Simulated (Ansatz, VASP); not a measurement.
# Two plane-wave programs on K

POSCAR

```
K
1.0
    0.0000000000      3.3703435831      3.3703435831
    3.3703435831      0.0000000000      3.3703435831
    3.3703435831      3.3703435831      0.0000000000
K
1
Direct
    0.0000000000      0.0000000000      0.0000000000
```

Contents of INCAR.step1:

```
PREC = Accurate
ENCUT = 520
ISMEAR = -1
SIGMA = 0.1
LREAL = False
LASPH = True
NELM = 150
MAGMOM = 0 0 0
LSORBIT = True
GGA_COMPAT = False
NBANDS = 20
GGA = PE
ALGO = Normal
EDIFF = 1E-4
LWAVE = True
LCHARG = False
```

Contents of INCAR.step2:

```
PREC = Accurate
ENCUT = 520
EDIFF = 1E-6
ISMEAR = -1
SIGMA = 0.1
LREAL = False
LASPH = True
NELM = 150
ALGO = Normal
ISIF = 2
LWAVE = False
LCHARG = False
MAGMOM = 0 0 0
LORBIT = 11
LSORBIT = True
GGA_COMPAT = False
LORBMOM = True
METAGGA = R2SCAN
LMIXTAU = True
NBANDS = 20
ISTART = 1
```

File KPOINTS:

```
Automatic mesh
0
Gamma
  8 8 8
```

Input for Ansatz:

```yaml
crystal:
  lattice:
    - [0.0, 3.3703435831, 3.3703435831]
    - [3.3703435831, 0.0, 3.3703435831]
    - [3.3703435831, 3.3703435831, 0.0]
  atoms:
    - { symbol: K, position: [0.0, 0.0, 0.0] }
hamiltonian:
  xc: r2scan
  pseudopotentials:
    kind: paw_fr
    azcp:
      K: "pseudopotentials/K.paw.azcp"
basis:
  ecutwfc: 500
  fft_grid_basis: typed
kpoints:
  mp_grid: { grid: [8, 8, 8], shift: [0, 0, 0] }
magnetization:
  noncollinear: true
  spin_orbit: true
scf:
  occupations: { method: fermi_dirac, width: 0.1 }
```

Alike in both runs: task single point; functional r2SCAN; k mesh 8 × 8 × 8; occupations fermi-dirac, width 0.1 eV; non-collinear spin, spin-orbit coupling.

```csv
,VASP,Ansatz
version,VASP 6.6.1,Ansatz 0.2.0
potentials or method,"VASP PAW PBE potentials, release 64 (K_sv), cutoff 520 eV","plane waves (500 eV) with PAW, fully relativistic with spin-orbit coupling"
valence electrons in the cell,9,9
```

|  | VASP | Ansatz | Ansatz less VASP |
| --- | --- | --- | --- |
| net moment per atom (μB) | 0.00 | 0.00 | 0.000 |

VASP's potentials were made for PBE, not for r2SCAN.
